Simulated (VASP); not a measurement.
# B3N2 (P-6m2) in VASP: notebook

Runs on B3N2. Level: PBE. Tasks: single point.

Everything below comes from runs of VASP 6.6.1. Logs are shortened: lines on timing, memory, paths and dates and some standing lists are left out, and cuts for length are marked.

### 1 The cell of the first run

Symmetry: P-6m2, No. 187, hexagonal system. Conventional cell: a = 3.383 Å, b = 3.383 Å, c = 4.154 Å, α = 90.00°, β = 90.00°, γ = 120.00°. B (site symmetry 3m) has 5 B at 2.04 to 2.22 Å and 6 N at 2.20 to 2.22 Å within 2.7 Å. Within 2.6 Å of B (site symmetry -6m2) lie 5 N at 1.95 to 2.08 Å and 6 B at 2.22 Å. N (site symmetry -6m2) has 8 B at 2.08 to 2.20 Å and 6 N at 2.85 Å within 2.9 Å. N (site symmetry -6m2) has 9 B at 1.95 to 2.22 Å within 2.6 Å.

The cell was generated, and may not be a known phase.

### 2 Single point, PBE

INCAR reads:

```
ALGO     = Normal         # electronic algorithm
EDIFF    = 1E-7           # SCF threshold, eV
ENCUT    = 520            # plane-wave cutoff, eV
GGA      = PE             # functional
ISIF     = 2              # what is computed and relaxed
ISMEAR   = 0              # smearing method
LASPH    = T              # aspherical terms in the spheres
LCHARG   = F              # write CHGCAR
LREAL    = F              # projectors in reciprocal space
LWAVE    = F              # write WAVECAR
NBANDS   = 18             # bands
NELM     = 60             # most SCF steps
PREC     = Accurate       # precision mode
SIGMA    = 0.1            # smearing width, eV
```

KPOINTS reads:

```
k-points
0
Gamma
  6 6 4
```

POSCAR reads:

```
B3N2
1.0
    3.3830690800      0.0000000000      0.0000000000
   -1.6915345400      2.9298237700      0.0000000000
    0.0000000000      0.0000000000      4.1542862400
B N
3 2
Direct
    0.0000000000      0.0000000000      0.7454000100
    0.0000000000      0.0000000000      0.2545999900
    0.6666666700      0.3333333300      0.0000000000
    0.6666666700      0.3333333300      0.5000000000
    0.3333333300      0.6666666700      0.0000000000
```

Potentials or basis: VASP PAW PBE potentials, release 64 (B, N).

Launch:

```
$ cat potpaw_PBE.64/B/POTCAR potpaw_PBE.64/N/POTCAR > POTCAR
$ mpirun -np 1 vasp_std > vasp.out
```

OUTCAR:

```text
EDIFF = 1E-7
   ENCUT = 520
   GGA = PE
   ISIF = 2
   ISMEAR = 0
   LASPH = T
   LREAL = F
   NELM = 60
   PREC = Accurate

 ion  position               nearest neighbor table
   1  0.000  0.000  0.745-   2 2.04   2 2.12
   2  0.000  0.000  0.255-   1 2.04   1 2.12
   3  0.667  0.333  0.000-   5 1.95   5 1.95   5 1.95
   4  0.667  0.333  0.500-
   5  0.333  0.667  0.000-   3 1.95   3 1.95   3 1.95

  LATTYP: Found a hexagonal cell.
 ALAT       =     3.3830690800
 C/A-ratio  =     1.2279637636

  Lattice vectors:

 A1 = (   3.3830690800,   0.0000000000,   0.0000000000)
 A2 = (  -1.6915345400,   2.9298237700,   0.0000000000)
 A3 = (   0.0000000000,   0.0000000000,   4.1542862400)

Analysis of symmetry for initial positions (statically):
=====================================================================
 Subroutine PRICEL returns:
 Original cell was already a primitive cell.

 Routine SETGRP: Setting up the symmetry group for a
 hexagonal supercell.

 Subroutine GETGRP returns: Found 12 space group operations
 (whereof 12 operations were pure point group operations)
 out of a pool of 24 trial point group operations.

The static configuration has the point symmetry D_3h.

Analysis of symmetry for dynamics (positions and initial velocities):
=====================================================================
 Subroutine PRICEL returns:
 Original cell was already a primitive cell.

 Routine SETGRP: Setting up the symmetry group for a
 hexagonal supercell.

 Subroutine GETGRP returns: Found 12 space group operations
 (whereof 12 operations were pure point group operations)
 out of a pool of 24 trial point group operations.

The dynamic configuration has the point symmetry D_3h.

 Subroutine INISYM returns: Found 12 space group operations
 (whereof 12 operations are pure point group operations),
 and found     1 'primitive' translations

----------------------------------------------------------------------------------------

                                     Primitive cell

  volume of cell :      41.1764

  direct lattice vectors                    reciprocal lattice vectors
     3.383069080  0.000000000  0.000000000     0.295589589  0.170658729  0.000000000
    -1.691534540  2.929823770  0.000000000     0.000000000  0.341317457  0.000000000
     0.000000000  0.000000000  4.154286240     0.000000000  0.000000000  0.240715238

  length of vectors
     3.383069080  3.383069083  4.154286240     0.341317458  0.341317457  0.240715238

  position of ions in fractional coordinates (direct lattice)
     0.000000000  0.000000000  0.745400010
     0.000000000  0.000000000  0.254599990
     0.666666670  0.333333330  0.000000000
     0.666666670  0.333333330  0.500000000
     0.333333330  0.666666670  0.000000000

  ion indices of the primitive-cell ions
   primitive index   ion index
                 1           1
                 2           2
                 3           3
                 4           4
                 5           5

----------------------------------------------------------------------------------------

 KPOINTS: k-points

Automatic generation of k-mesh.
 Grid dimensions read from file:
 generate k-points for:    6    6    4

 Generating k-lattice:

  Cartesian coordinates                     Fractional coordinates (reciprocal lattice)
     0.049264932  0.028443121  0.000000000     0.166666667  0.000000000  0.000000000
     0.000000000  0.056886243  0.000000000     0.000000000  0.166666667  0.000000000
     0.000000000  0.000000000  0.060178809     0.000000000  0.000000000  0.250000000

  Length of vectors
     0.056886243  0.056886243  0.060178809

  Shift w.r.t. Gamma in fractional coordinates (k-lattice)
     0.000000000  0.000000000  0.000000000

 Subroutine IBZKPT returns following result:
 ===========================================

 Found     21 irreducible k-points:

 Following reciprocal coordinates:
            Coordinates               Weight
  0.000000  0.000000  0.000000      1.000000
  0.166667  0.000000  0.000000      6.000000
  0.333333  0.000000  0.000000      6.000000
  0.500000  0.000000  0.000000      3.000000
  0.166667  0.166667  0.000000      6.000000
  0.333333  0.166667  0.000000     12.000000
[... 13 lines left out ...]
  0.333333  0.166667  0.500000     12.000000
  0.333333  0.333333  0.500000      2.000000
   k-points           NKPTS =     21   k-points in BZ     NKDIM =     21   number of bands    NBANDS=     18
   number of dos      NEDOS =    301   number of ions     NIONS =      5
   total plane-waves  NPLWV =  25088
   dimension x,y,z NGX =    28 NGY =   28 NGZ =   32
   dimension x,y,z NGXF=    56 NGYF=   56 NGZF=   64
   ions per type =               3   2
   NGX,Y,Z   is equivalent  to a cutoff of  13.76, 13.76, 12.81 a.u.
   NGXF,Y,Z  is equivalent  to a cutoff of  27.52, 27.52, 25.61 a.u.
 SYSTEM =  unknown system
   PREC   = accura    normal or accurate (medium, high low for compatibility)
   ISTART =      0    job   : 0-new  1-cont  2-samecut
   ICHARG =      2    charge: 1-file 2-atom 10-const
   ISPIN  =      1    spin polarized calculation?
   LNONCOLLINEAR =      F non collinear calculations
   LSORBIT =      F    spin-orbit coupling
   LASPH  =      T    aspherical Exc in radial PAW
   ENCUT  =  520.0 eV  38.22 Ry    6.18 a.u.   6.29  6.29  7.72*2*pi/ulx,y,z
   NELM   =     60;   NELMIN=  2; NELMDL= -5     # of ELM steps
   EDIFF  = 0.1E-06   stopping-criterion for ELM
   LREAL  =      F    real-space projection
   EDIFFG = 0.1E-05   stopping-criterion for IOM
   NSW    =      0    number of steps for IOM
   IBRION =     -1    ionic relax: 0-MD 1-quasi-New 2-CG
   NFREE  =      0    steps in history (QN), initial steepest desc. (CG)
   ISIF   =      2    stress and relaxation
   ISYM   =      2    0-nonsym 1-usesym 2-fastsym
   POTIM  = 0.5000    time-step for ionic-motion
   TEBEG  =    0.0;   TEEND  =   0.0 temperature during run
   PSTRESS=    0.0 pullay stress
   NELECT =      19.0000    total number of electrons
   NUPDOWN=      -1.0000    fix difference up-down
   EMIN   =  10.00;   EMAX   =-10.00  energy-range for DOS
   EFERMI =   0.00;   METHOD = LEGACY
   ISMEAR =     0;   SIGMA  =   0.10  broadening in eV -4-tet -1-fermi 0-gaus
   EFERMI_NEDOS =   21; number of points for ismear=-14 and -15
   IALGO  =     38    algorithm
   IMIX   =      4    mixing-type and parameters
     AMIX     =   0.40;   BMIX     =  1.00
     AMIX_MAG =   1.60;   BMIX_MAG =  1.00
  volume/ion in A,a.u.               =       8.24        55.57
  Fermi-wavevector in a.u.,A,eV,Ry     =   1.265056  2.390609 21.774313  1.600367
  Thomas-Fermi vector in A             =   2.398329
   LORBIT       =      0    0 simple, 1 ext, 2 COOP (PROOUT), +10 PAW based schemes
   GGA     = PE    functional components
   LHFCALC =     F    Hartree Fock is set to
   AEXX    =    0.0000 exact exchange contribution
   IVDW    =     0    specifies the selected vdW correction
   LEPSILON=     F    determine dielectric tensor
   LRPA    =     F    only Hartree local field effects (RPA)
 non-spin polarized calculation
 Gauss-broadening in eV      SIGMA  =   0.10
  energy-cutoff  :      520.00
  volume of cell :       41.18
 maximum number of plane-waves:      1122
 NGX is ok and might be reduce to    28
   NGX = 13   NGY = 13   NGZ = 15

 number of electron      18.9999999 magnetization

 Free energy of the ion-electron system (eV)
  ---------------------------------------------------
  ext. energy  EPLUGINS =         0.00000000
  ---------------------------------------------------
  free energy    TOTEN  =       -25.57784795 eV

  energy without entropy =      -25.56043253  energy(sigma->0) =      -25.56914024

 E-fermi :   6.2199     XC(G=0): -11.6090

 val. band max:        6.1941378758   @ k =   0.1667   0.0000   0.0000
 cond. band min:       6.2338781664   @ k =   0.3333   0.0000   0.5000
 fundamental gap:      0.0397402906
 Fermi energy:         6.2199415101

 k-point     1 :       0.0000    0.0000    0.0000
  band No.  band energies     occupation
      1     -12.2644      2.00000
      2      -8.0634      2.00000
      3      -2.6533      2.00000
      4       1.4574      2.00000
      5       1.4843      2.00000
      6       1.4843      2.00000
[... 10 lines left out ...]
     17      13.2971      0.00000
     18      13.2971      0.00000

 k-point     2 :       0.1667    0.0000    0.0000
  band No.  band energies     occupation
      1     -11.9281      2.00000
      2      -8.0113      2.00000
      3      -2.3249      2.00000
      4      -1.4259      2.00000
      5       0.1524      2.00000
      6       0.4913      2.00000
[... 10 lines left out ...]
     17      13.2918      0.00000
     18      13.6001      0.00000

 k-point     3 :       0.3333    0.0000    0.0000
  band No.  band energies     occupation
      1     -10.9793      2.00000
      2      -8.2031      2.00000
      3      -3.6962      2.00000
      4      -1.4298      2.00000
      5      -0.9621      2.00000
      6      -0.7737      2.00000
[... 10 lines left out ...]
     17      13.7245      0.00000
     18      13.8089      0.00000

 k-point     4 :       0.5000    0.0000    0.0000
  band No.  band energies     occupation
      1      -9.9924      2.00000
      2      -8.9165      2.00000
      3      -4.3670      2.00000
      4      -1.3504      2.00000
      5      -1.3295      2.00000
      6      -0.6711      2.00000
[... 10 lines left out ...]
     17      13.2894      0.00000
     18      13.6383      0.00000

 k-point     5 :       0.1667    0.1667    0.0000
  band No.  band energies     occupation
      1     -11.2816      2.00000
      2      -8.0518      2.00000
      3      -3.1055      2.00000
      4      -1.7972      2.00000
      5      -1.7048      2.00000
      6       0.9472      2.00000
[... 10 lines left out ...]
     17      13.4468      0.00000
     18      14.0748      0.00000

 k-point     6 :       0.3333    0.1667    0.0000
  band No.  band energies     occupation
      1     -10.1618      2.00000
      2      -8.5837      2.00000
      3      -4.6467      2.00000
      4      -2.0901      2.00000
      5      -0.7336      2.00000
      6      -0.3421      2.00000
[... 244 lines left out ...]
 k-point    18 :       0.5000    0.0000    0.5000
  band No.  band energies     occupation
      1      -9.5164      2.00000
      2      -8.8451      2.00000
      3      -5.6512      2.00000
      4      -2.9314      2.00000
      5      -0.6284      2.00000
      6       0.3752      2.00000
[... 10 lines left out ...]
     17      12.2049      0.00000
     18      12.8388      0.00000

 k-point    19 :       0.1667    0.1667    0.5000
  band No.  band energies     occupation
      1     -10.4315      2.00000
      2      -9.3886      2.00000
      3      -3.4851      2.00000
      4      -1.4749      2.00000
      5      -1.4145      2.00000
      6       1.3182      2.00000
[... 10 lines left out ...]
     17      12.3548      0.00000
     18      13.5723      0.00000

 k-point    20 :       0.3333    0.1667    0.5000
  band No.  band energies     occupation
      1      -9.5695      2.00000
      2      -8.8598      2.00000
      3      -5.0741      2.00000
      4      -2.6667      2.00000
      5      -2.6096      2.00000
      6       0.3770      2.00000
[... 10 lines left out ...]
     17      12.4261      0.00000
     18      12.8566      0.00000

 k-point    21 :       0.3333    0.3333    0.5000
  band No.  band energies     occupation
      1      -9.1972      2.00000
      2      -8.6614      2.00000
      3      -4.5959      2.00000
      4      -4.5275      2.00000
      5      -2.6496      2.00000
      6      -0.6208      2.00000
[... 10 lines left out ...]
     17      12.8164      0.00000
     18      12.8177      0.00000

------------------------ aborting loop because EDIFF is reached ----------------------------------------

  FORCE on cell =-STRESS in cart. coord.  units (eV):
  Direction    XX          YY          ZZ          XY          YZ          ZX
  --------------------------------------------------------------------------------------
  -------------------------------------------------------------------------------------
  Total       -6.0973061     -6.0973061    -10.3014102      0.0000000      0.0000000      0.0000000
  in kB     -237.2464920   -237.2464926   -400.8283985      0.0000000      0.0000000      0.0000000
  external PRESSURE =    -291.7737944 kB  Pullay stress =       0.0000000 kB

 VOLUME and BASIS-vectors are now :
 -----------------------------------------------------------------------------
  energy-cutoff  :      520.00
  volume of cell :       41.18
      direct lattice vectors                 reciprocal lattice vectors
     3.383069080  0.000000000  0.000000000     0.295589589  0.170658729  0.000000000
    -1.691534540  2.929823770  0.000000000     0.000000000  0.341317457  0.000000000
     0.000000000  0.000000000  4.154286240     0.000000000  0.000000000  0.240715238

 POSITION                                       TOTAL-FORCE (eV/Angst)
 -----------------------------------------------------------------------------------
      0.00000      0.00000      3.09661        -0.000000      0.000000     -0.935146
      0.00000      0.00000      1.05768        -0.000000      0.000000      0.935146
      1.69153      0.97661      0.00000         0.000000     -0.000000      0.000000
      1.69153      0.97661      2.07714        -0.000000     -0.000000      0.000000
     -0.00000      1.95322      0.00000         0.000000     -0.000000      0.000000
 -----------------------------------------------------------------------------------
    total drift:                               -0.000001      0.000001     -0.000000

  FREE ENERGIE OF THE ION-ELECTRON SYSTEM (eV)
  ---------------------------------------------------
  free  energy   TOTEN  =       -25.5778479477 eV

  energy  without entropy=      -25.5604325339  energy(sigma->0) =      -25.56914024
```

Run time: 28 s. Hardware: 1 thread of AMD EPYC 7R13, shared host; peak memory 0.13 GiB.

What came out:

- Free energy: -25.5778 eV
- Pressure: -29.2 GPa
- Largest force: 0.935 eV/Å
- Band gap on the k mesh: zero (an odd number of electrons rules out a gap without spin polarisation)

Forces in eV/Å, atoms in the order of the input:
```
B    0.000  0.000 -0.935
B    0.000  0.000  0.935
B    0.000  0.000  0.000
N    0.000  0.000  0.000
N    0.000  0.000  0.000
```

Caveat: the k points lie up to 0.38 Å⁻¹ apart, too coarse for converged energies and pressures of a metal.

### 3 Single point, PBE

This run uses another cell than the first one, of 8.35 Å³/atom.

INCAR reads:

```
  PREC = Accurate
  ENCUT = 520
  EDIFF = 1E-7
  ISMEAR = 0
  SIGMA = 0.1
  LREAL = False
  LASPH = True
  NELM = 80
  ALGO = Normal
  ISIF = 2
  LWAVE = False
  LCHARG = False
  GGA = PE
  NBANDS = 18
```

KPOINTS reads:

```
regular mesh
0
Gamma
  6 6 4
```

POSCAR reads:

```
B3N2
1.0
    4.0311477802      0.0000000000      0.0000000000
   -2.0155738901      3.4910763841      0.0000000000
    0.0000000000      0.0000000000      2.9660062752
B N
3 2
Direct
    0.0000000000      0.0000000000      0.7506544920
    0.0000000000      0.0000000000      0.2493455080
    0.6666666667      0.3333333333      0.0000000000
    0.6666666667      0.3333333333      0.5000000000
    0.3333333333      0.6666666667      0.0000000000
```

Potentials or basis: VASP PAW PBE potentials, release 64 (B, N).

Launch:

```
$ cat potpaw_PBE.64/B/POTCAR potpaw_PBE.64/N/POTCAR > POTCAR
$ mpirun -np 1 vasp_std > vasp.out
```

Run time: 26 s. Hardware: 1 thread of AMD EPYC 7R13, shared host; peak memory 0.12 GiB.

Results (log left out):

```yaml
Free_energy: -28.4740 eV
Pressure: -0.2 GPa
Largest_force: 0.012 eV/Å
Band_gap_on_the_k_mesh: zero (an odd number of electrons rules out a gap without spin polarisation)
```

Forces in eV/Å, atoms in the order of the input:
```
B    0.000  0.000 -0.012
B    0.000  0.000  0.012
B    0.000  0.000  0.000
N    0.000  0.000  0.000
N    0.000  0.000  0.000
```

Stress tensor (GPa, compression positive):
```
-0.08  0.00  0.00
 0.00 -0.08  0.00
 0.00  0.00 -0.40
```

Levels at points of the mesh, in eV from the Fermi level:
```csv
k point,band 7,band 8,band 9,band 10,band 11,band 12,band 13,band 14
"(0.00, 0.00, 0.00)",-4.19,-3.66,-3.66,0.43,2.62,2.62,4.24,7.68
"(0.50, 0.00, 0.00)",-2.76,-1.52,-0.35,0.31,1.55,1.94,4.41,7.25
"(0.00, 0.00, 0.50)",-2.82,-2.34,-2.34,-1.06,-0.90,-0.90,2.93,2.93
"(0.50, 0.00, 0.50)",-3.37,-3.21,-0.03,0.22,2.06,3.04,4.01,4.41
```

Caveat: the k points lie up to 0.53 Å⁻¹ apart, too coarse for converged energies and pressures of a metal.

The gap in the log of VASP goes by the Fermi energy; the results here count the filled bands.